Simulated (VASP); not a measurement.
# TiCo2 (Fd-3m) in VASP: further runs

TiCo2 is run at these levels: r2SCAN; tasks: single point.

Program: VASP 6.6.1. These are calculated values, not measurements. Logs are shortened: lines on timing, memory, paths and dates and some standing lists are left out, and cuts for length are marked.

## 1. The cell of the first run

The structure is cubic, space group Fd-3m (No. 227). Conventional cell: a = 6.704 Å, b = 6.704 Å, c = 6.704 Å, α = 90.00°, β = 90.00°, γ = 90.00°. Ti (site symmetry -43m) has 12 Co at 2.78 Å and 4 Ti at 2.90 Å within 3.7 Å. Within 3.1 Å of Co (site symmetry -3m) lie 6 Co at 2.37 Å and 6 Ti at 2.78 Å.

## 2. Single point, r2SCAN

POSCAR reads:

```
TiCo2
1.0
    0.0000000000      3.3520000000      3.3520000000
    3.3520000000      0.0000000000      3.3520000000
    3.3520000000      3.3520000000      0.0000000000
Ti Co
2 4
Direct
    0.5000000000      0.5000000000      0.5000000000
    0.7500000000      0.7500000000      0.7500000000
    0.1250000000      0.1250000000      0.1250000000
    0.6250000000      0.1250000000      0.1250000000
    0.1250000000      0.1250000000      0.6250000000
    0.1250000000      0.6250000000      0.1250000000
```

INCAR.step1 reads:

```
PREC = Accurate ; ENCUT = 520
ISMEAR = 0 ; SIGMA = 0.1
LREAL = False ; LASPH = True
NELM = 100 ; NBANDS = 39
GGA = PE ; ALGO = Normal
EDIFF = 1E-4 ; LWAVE = True
LCHARG = False
```

INCAR.step2 reads:

```
PREC = Accurate ; ENCUT = 520
EDIFF = 1E-6 ; ISMEAR = 0
SIGMA = 0.1 ; LREAL = False
LASPH = True ; NELM = 100
ALGO = Normal ; ISIF = 2
LWAVE = False ; LCHARG = True
METAGGA = R2SCAN ; LMIXTAU = True
LELF = True ; LVHAR = True
NBANDS = 39 ; ISTART = 1
```

KPOINTS reads:

```
Automatic mesh
0
Gamma
  10 10 10
```

Potentials or basis: VASP PAW PBE potentials, release 64 (Ti_sv, Co).

Started as:

```bash
> cat potpaw_PBE.64/Ti_sv/POTCAR potpaw_PBE.64/Co/POTCAR > POTCAR
> cp INCAR.step1 INCAR
> mpirun -np 1 vasp_std > vasp.out
> cp INCAR.step2 INCAR
> mpirun -np 1 vasp_std > vasp.out
```

OUTCAR:

```text
PREC = Accurate
   ENCUT = 520
   EDIFF = 1E-6
   ISMEAR = 0
   LREAL = False
   LASPH = True
   NELM = 100
   ISIF = 2
   METAGGA = R2SCAN
   ISTART = 1

 ion  position               nearest neighbor table
   1  0.500  0.500  0.500-   3 2.78   5 2.78   6 2.78   3 2.78   4 2.78   5 2.78   3 2.78   4 2.78
                             6 2.78   4 2.78   5 2.78   6 2.78   2 2.90   2 2.90   2 2.90   2 2.90
   2  0.750  0.750  0.750-   4 2.78   5 2.78   6 2.78   3 2.78   4 2.78   6 2.78   3 2.78   4 2.78
                             5 2.78   3 2.78   5 2.78   6 2.78   1 2.90   1 2.90   1 2.90   1 2.90
   3  0.125  0.125  0.125-   4 2.37   5 2.37   6 2.37   5 2.37   6 2.37   4 2.37   1 2.78   2 2.78
                             1 2.78   2 2.78   1 2.78   2 2.78
   4  0.625  0.125  0.125-   3 2.37   5 2.37   6 2.37   3 2.37   5 2.37   6 2.37   2 2.78   1 2.78
                             1 2.78   2 2.78   2 2.78   1 2.78
   5  0.125  0.125  0.625-   3 2.37   3 2.37   4 2.37   6 2.37   6 2.37   4 2.37   1 2.78   2 2.78
                             1 2.78   2 2.78   1 2.78   2 2.78
   6  0.125  0.625  0.125-   3 2.37   5 2.37   3 2.37   4 2.37   5 2.37   4 2.37   2 2.78   1 2.78
                             2 2.78   2 2.78   1 2.78   1 2.78

  LATTYP: Found a face centered cubic cell.
 ALAT       =     6.7040000000

  Lattice vectors:

 A1 = (   0.0000000000,   3.3520000000,   3.3520000000)
 A2 = (   3.3520000000,   0.0000000000,   3.3520000000)
 A3 = (   3.3520000000,   3.3520000000,   0.0000000000)

Analysis of symmetry for initial positions (statically):
=====================================================================
 Subroutine PRICEL returns:
 Original cell was already a primitive cell.

 Routine SETGRP: Setting up the symmetry group for a
 face centered cubic supercell.

 Subroutine GETGRP returns: Found 48 space group operations
 (whereof 24 operations were pure point group operations)
 out of a pool of 48 trial point group operations.

The static configuration has the point symmetry T_d .
 The point group associated with its full space group is O_h .

Analysis of symmetry for dynamics (positions and initial velocities):
=====================================================================
 Subroutine PRICEL returns:
 Original cell was already a primitive cell.

 Routine SETGRP: Setting up the symmetry group for a
 face centered cubic supercell.

 Subroutine GETGRP returns: Found 48 space group operations
 (whereof 24 operations were pure point group operations)
 out of a pool of 48 trial point group operations.

The dynamic configuration has the point symmetry T_d .
 The point group associated with its full space group is O_h .

 Subroutine INISYM returns: Found 48 space group operations
 (whereof 24 operations are pure point group operations),
 and found     1 'primitive' translations

----------------------------------------------------------------------------------------

                                     Primitive cell

  volume of cell :      75.3255

  direct lattice vectors                    reciprocal lattice vectors
     0.000000000  3.352000000  3.352000000    -0.149164678  0.149164678  0.149164678
     3.352000000  0.000000000  3.352000000     0.149164678 -0.149164678  0.149164678
     3.352000000  3.352000000  0.000000000     0.149164678  0.149164678 -0.149164678

  length of vectors
     4.740443861  4.740443861  4.740443861     0.258360801  0.258360801  0.258360801

  position of ions in fractional coordinates (direct lattice)
     0.500000000  0.500000000  0.500000000
     0.750000000  0.750000000  0.750000000
     0.125000000  0.125000000  0.125000000
     0.625000000  0.125000000  0.125000000
     0.125000000  0.125000000  0.625000000
     0.125000000  0.625000000  0.125000000

  ion indices of the primitive-cell ions
   primitive index   ion index
                 1           1
                 2           2
                 3           3
                 4           4
                 5           5
                 6           6

----------------------------------------------------------------------------------------

 KPOINTS: Automatic mesh

Automatic generation of k-mesh.
 Grid dimensions read from file:
 generate k-points for:   10   10   10

 Generating k-lattice:

  Cartesian coordinates                     Fractional coordinates (reciprocal lattice)
    -0.014916468  0.014916468  0.014916468     0.100000000  0.000000000  0.000000000
     0.014916468 -0.014916468  0.014916468     0.000000000  0.100000000  0.000000000
     0.014916468  0.014916468 -0.014916468     0.000000000  0.000000000  0.100000000

  Length of vectors
     0.025836080  0.025836080  0.025836080

  Shift w.r.t. Gamma in fractional coordinates (k-lattice)
     0.000000000  0.000000000  0.000000000

 Subroutine IBZKPT returns following result:
 ===========================================

 Found     47 irreducible k-points:

 Following reciprocal coordinates:
            Coordinates               Weight
  0.000000  0.000000  0.000000      1.000000
  0.100000  0.000000  0.000000      8.000000
  0.200000  0.000000  0.000000      8.000000
  0.300000  0.000000  0.000000      8.000000
  0.400000  0.000000  0.000000      8.000000
  0.500000  0.000000  0.000000      4.000000
[... 16 lines left out ...]
  0.300000  0.300000  0.000000      6.000000
  0.400000  0.300000  0.000000     24.000000
 [... further k-points ...]
   k-points           NKPTS =     47   k-points in BZ     NKDIM =     47   number of bands    NBANDS=     39
   number of dos      NEDOS =    301   number of ions     NIONS =      6
   total plane-waves  NPLWV =  46656
   dimension x,y,z NGX =    36 NGY =   36 NGZ =   36
   dimension x,y,z NGXF=    72 NGYF=   72 NGZF=   72
   ions per type =               2   4
   NGX,Y,Z   is equivalent  to a cutoff of  12.63, 12.63, 12.63 a.u.
   NGXF,Y,Z  is equivalent  to a cutoff of  25.25, 25.25, 25.25 a.u.
 SYSTEM =  unknown system
   PREC   = accura    normal or accurate (medium, high low for compatibility)
   ISTART =      1    job   : 0-new  1-cont  2-samecut
   ICHARG =      0    charge: 1-file 2-atom 10-const
   ISPIN  =      1    spin polarized calculation?
   LNONCOLLINEAR =      F non collinear calculations
   LSORBIT =      F    spin-orbit coupling
   LASPH  =      T    aspherical Exc in radial PAW
   ENCUT  =  520.0 eV  38.22 Ry    6.18 a.u.   8.81  8.81  8.81*2*pi/ulx,y,z
   NELM   =    100;   NELMIN=  2; NELMDL=  0     # of ELM steps
   EDIFF  = 0.1E-05   stopping-criterion for ELM
   LREAL  =      F    real-space projection
   EDIFFG = 0.1E-04   stopping-criterion for IOM
   NSW    =      0    number of steps for IOM
   IBRION =     -1    ionic relax: 0-MD 1-quasi-New 2-CG
   NFREE  =      0    steps in history (QN), initial steepest desc. (CG)
   ISIF   =      2    stress and relaxation
   ISYM   =      2    0-nonsym 1-usesym 2-fastsym
   POTIM  = 0.5000    time-step for ionic-motion
   TEBEG  =    0.0;   TEEND  =   0.0 temperature during run
   PSTRESS=    0.0 pullay stress
   NELECT =      60.0000    total number of electrons
   NUPDOWN=      -1.0000    fix difference up-down
   EMIN   =  10.00;   EMAX   =-10.00  energy-range for DOS
   EFERMI =   0.00;   METHOD = LEGACY
   ISMEAR =     0;   SIGMA  =   0.10  broadening in eV -4-tet -1-fermi 0-gaus
   EFERMI_NEDOS =   21; number of points for ismear=-14 and -15
   IALGO  =     38    algorithm
   IMIX   =      4    mixing-type and parameters
     AMIX     =   0.40;   BMIX     =  1.00
     AMIX_MAG =   1.60;   BMIX_MAG =  1.00
  volume/ion in A,a.u.               =      12.55        84.72
  Fermi-wavevector in a.u.,A,eV,Ry     =   1.517555  2.867764 31.333871  2.302975
  Thomas-Fermi vector in A             =   2.626795
   LORBIT       =      0    0 simple, 1 ext, 2 COOP (PROOUT), +10 PAW based schemes
   METAGGA = R2SCAN    functional components
   LHFCALC =     F    Hartree Fock is set to
   AEXX    =    0.0000 exact exchange contribution
   IVDW    =     0    specifies the selected vdW correction
   LEPSILON=     F    determine dielectric tensor
   LRPA    =     F    only Hartree local field effects (RPA)
 non-spin polarized calculation
 Gauss-broadening in eV      SIGMA  =   0.10
  energy-cutoff  :      520.00
  volume of cell :       75.33
 maximum number of plane-waves:      2085
   NGX = 17   NGY = 17   NGZ = 17

 number of electron      60.0000021 magnetization

 Free energy of the ion-electron system (eV)
  ---------------------------------------------------
  ext. energy  EPLUGINS =         0.00000000
  ---------------------------------------------------
  free energy    TOTEN  =       -79.51505315 eV

  energy without entropy =      -79.47023045  energy(sigma->0) =      -79.49264180

 E-fermi :   9.7492     XC(G=0): -13.8881

 val. band max:        9.7461368726   @ k =   0.4000   0.4000   0.0000
 cond. band min:       9.7526917944   @ k =  -0.2000   0.2000   0.0000
 fundamental gap:      0.0065549218
 Fermi energy:         9.7491675555

 k-point     1 :       0.0000    0.0000    0.0000
  band No.  band energies     occupation
      1     -49.8828      2.00000
      2     -49.8000      2.00000
      3     -25.1223      2.00000
      4     -25.1222      2.00000
      5     -25.1222      2.00000
      6     -24.9388      2.00000
[... 31 lines left out ...]
     38      11.1047      0.00000
     39      12.3480      0.00000

 k-point     2 :       0.1000    0.0000    0.0000
  band No.  band energies     occupation
      1     -49.8812      2.00000
      2     -49.8015      2.00000
      3     -25.1243      2.00000
      4     -25.1242      2.00000
      5     -25.1217      2.00000
      6     -24.9397      2.00000
[... 913 lines left out ...]
     38      11.9448      0.00000
     39      12.0816      0.00000

 k-point    24 :       0.4000    0.3000    0.0000
  band No.  band energies     occupation
      1     -49.8595      2.00000
      2     -49.8230      2.00000
      3     -25.1570      2.00000
      4     -25.1550      2.00000
      5     -25.0734      2.00000
      6     -24.9913      2.00000
[... 31 lines left out ...]
     38      11.8609      0.00000
     39      12.0442      0.00000

 [... further k-points ...]

------------------------ aborting loop because EDIFF is reached ----------------------------------------

  FORCE on cell =-STRESS in cart. coord.  units (eV):
  Direction    XX          YY          ZZ          XY          YZ          ZX
  --------------------------------------------------------------------------------------
  -------------------------------------------------------------------------------------
  Total       -5.2833131     -5.2833131     -5.2833131      0.0000000      0.0000000     -0.0000000
  in kB     -112.3763455   -112.3763455   -112.3763455      0.0000000      0.0000000     -0.0000000
  external PRESSURE =    -112.3763455 kB  Pullay stress =       0.0000000 kB

 VOLUME and BASIS-vectors are now :
 -----------------------------------------------------------------------------
  energy-cutoff  :      520.00
  volume of cell :       75.33
      direct lattice vectors                 reciprocal lattice vectors
     0.000000000  3.352000000  3.352000000    -0.149164678  0.149164678  0.149164678
     3.352000000  0.000000000  3.352000000     0.149164678 -0.149164678  0.149164678
     3.352000000  3.352000000  0.000000000     0.149164678  0.149164678 -0.149164678

 POSITION                                       TOTAL-FORCE (eV/Angst)
 -----------------------------------------------------------------------------------
      3.35200      3.35200      3.35200         0.000000      0.000000      0.000000
      5.02800      5.02800      5.02800        -0.000000     -0.000000     -0.000000
      0.83800      0.83800      0.83800         0.000000      0.000000     -0.000000
      0.83800      2.51400      2.51400         0.000000     -0.000000     -0.000000
      2.51400      2.51400      0.83800         0.000000      0.000000     -0.000000
      2.51400      0.83800      2.51400         0.000000     -0.000000     -0.000000
 -----------------------------------------------------------------------------------
    total drift:                                0.000000      0.000000      0.000000

  FREE ENERGIE OF THE ION-ELECTRON SYSTEM (eV)
  ---------------------------------------------------
  free  energy   TOTEN  =       -79.5150531527 eV

  energy  without entropy=      -79.4702304461  energy(sigma->0) =      -79.49264180
```

It took 6.5 min on 1 thread of Intel Xeon 6975P-C (Granite Rapids), shared host; peak memory 0.29 GiB.

Results:

```yaml
Free_energy: -79.5151 eV
Pressure: -11.2 GPa
Band_gap_on_the_k_mesh: zero (bands 30 and 31 overlap by 0.87 eV)
```

Levels at points of the mesh, in eV from the Fermi level:
| k point | band 27 | band 28 | band 29 | band 30 | band 31 | band 32 | band 33 | band 34 |
| --- | --- | --- | --- | --- | --- | --- | --- | --- |
| (0.00, 0.00, 0.00) | -0.64 | -0.64 | -0.57 | -0.57 | -0.57 | 0.83 | 0.83 | 0.83 |
| (0.50, 0.00, 0.00) | -0.62 | -0.39 | -0.39 | 0.22 | 0.22 | 0.54 | 0.54 | 0.83 |
| (0.50, 0.50, 0.00) | -0.52 | -0.52 | -0.52 | -0.52 | -0.02 | -0.02 | 0.93 | 0.93 |

Caveat: the cell stands under tension; the PAW data sets were made with another functional, which shifts forces and pressure a little; the run has no spin polarisation, though such a crystal can be magnetic. Spin polarisation is off, so any magnetic state and its effect on volume and gap are missing.

## 3. Single point, r2SCAN, collinear spin, ferromagnetic start

POSCAR is that of step 2.

INCAR.step1 reads:

```
SYSTEM = TiCo2
PREC = Accurate
ENCUT = 520
ISMEAR = 0
SIGMA = 0.1
LREAL = .FALSE.
LASPH = .TRUE.
NELM = 150
ISPIN = 2
MAGMOM = 0 0 3 3 3 3
LMAXMIX = 4
NBANDS = 43
GGA = PE
ALGO = Normal
EDIFF = 1E-4
LWAVE = .TRUE.
LCHARG = .FALSE.
```

INCAR.step2 reads:

```
SYSTEM = TiCo2
PREC = Accurate
ENCUT = 520
EDIFF = 1E-6
ISMEAR = 0
SIGMA = 0.1
LREAL = .FALSE.
LASPH = .TRUE.
NELM = 150
ALGO = Normal
ISIF = 2
LWAVE = .FALSE.
LCHARG = .TRUE.
ISPIN = 2
MAGMOM = 0 0 3 3 3 3
LORBIT = 11
LMAXMIX = 4
METAGGA = R2SCAN
LMIXTAU = .TRUE.
LELF = .TRUE.
LVHAR = .TRUE.
NBANDS = 43
ISTART = 1
```

KPOINTS reads:

```
regular mesh
0
G
  6 6 6
  0 0 0
```

Potentials or basis: VASP PAW PBE potentials, release 64 (Ti_sv, Co).

Started as:

```bash
> cat potpaw_PBE.64/Ti_sv/POTCAR potpaw_PBE.64/Co/POTCAR > POTCAR
> cp INCAR.step1 INCAR
> mpirun -np 1 vasp_std > vasp.out
> cp INCAR.step2 INCAR
> mpirun -np 1 vasp_std > vasp.out
```

It took 7.4 min on 1 thread of Intel Xeon 6975P-C (Granite Rapids), shared host; peak memory 0.3 GiB.

The run converged. Its results:

```yaml
Free_energy: -79.5132 eV
Pressure: -10.9 GPa
Band_gap_on_the_k_mesh: zero (filled and empty bands overlap)
Net_moment: 0.00 μB per cell
Valence_electrons_inside_the_program's_atomic_spheres: Ti 10.12; Co 8.45
```

Levels at points of the mesh, in eV from the Fermi level:
Spin up:
```csv
k point,band 28,band 29,band 30,band 31,band 32,band 33
"(0.00, 0.00, 0.00)",-0.64,-0.58,-0.58,-0.58,0.82,0.82
"(0.50, 0.00, 0.00)",-0.40,-0.40,0.21,0.21,0.54,0.54
"(0.50, 0.50, 0.00)",-0.53,-0.53,-0.53,-0.03,-0.03,0.92
```
Spin down:
| k point | band 26 | band 27 | band 28 | band 29 | band 30 | band 31 | band 32 | band 33 | band 34 | band 35 |
| --- | --- | --- | --- | --- | --- | --- | --- | --- | --- | --- |
| (0.00, 0.00, 0.00) | -0.79 | -0.64 | -0.64 | -0.57 | -0.57 | -0.57 | 0.82 | 0.82 | 0.82 | 1.05 |
| (0.50, 0.00, 0.00) | -0.64 | -0.63 | -0.39 | -0.39 | 0.21 | 0.21 | 0.54 | 0.54 | 0.82 | 0.88 |
| (0.50, 0.50, 0.00) | -1.67 | -0.53 | -0.53 | -0.52 | -0.52 | -0.03 | -0.03 | 0.92 | 0.92 | 1.59 |

Caveat: the cell stands under tension; the PAW data sets were made with another functional, which shifts forces and pressure a little.

## 4. Single point, r2SCAN, collinear spin, zero start

POSCAR is that of step 3.

INCAR.step1 reads:

```
PREC = Accurate ; ENCUT = 520
ISMEAR = 0 ; SIGMA = 0.1
LREAL = False ; LASPH = True
NELM = 150 ; ISPIN = 2
MAGMOM = 0 0 0 0 0 0 ; NUPDOWN = 0.0
LMAXMIX = 4 ; NBANDS = 43
GGA = PE ; ALGO = Normal
EDIFF = 1E-4 ; LWAVE = True
LCHARG = False
```

INCAR.step2 reads:

```
PREC = Accurate ; ENCUT = 520
EDIFF = 1E-6 ; ISMEAR = 0
SIGMA = 0.1 ; LREAL = False
LASPH = True ; NELM = 150
ALGO = Normal ; ISIF = 2
LWAVE = False ; LCHARG = False
ISPIN = 2 ; MAGMOM = 0 0 0 0 0 0
LORBIT = 11 ; NUPDOWN = 0.0
LMAXMIX = 4 ; METAGGA = R2SCAN
LMIXTAU = True ; NBANDS = 43
ISTART = 1
```

KPOINTS reads:

```
regular mesh
0
Gamma
  10 10 10
```

Started as:

```bash
> cat potpaw_PBE.64/Ti_sv/POTCAR potpaw_PBE.64/Co/POTCAR > POTCAR
> cp INCAR.step1 INCAR
> mpirun -np 1 vasp_std > vasp.out
> cp INCAR.step2 INCAR
> mpirun -np 1 vasp_std > vasp.out
```

Wall time 8.5 min (1 thread of Intel Xeon 6975P-C (Granite Rapids), shared host); peak memory 0.41 GiB.

Results (log left out):

- Free energy: -79.5151 eV
- Pressure: -11.2 GPa
- Net moment: 0.00 μB per cell
- Valence electrons inside the program's atomic spheres: Ti 10.12; Co 8.44

Caveat: the cell stands under tension; the PAW data sets were made with another functional, which shifts forces and pressure a little; the total moment is fixed, so each spin has its own Fermi level.

[end of part 1 of 2]
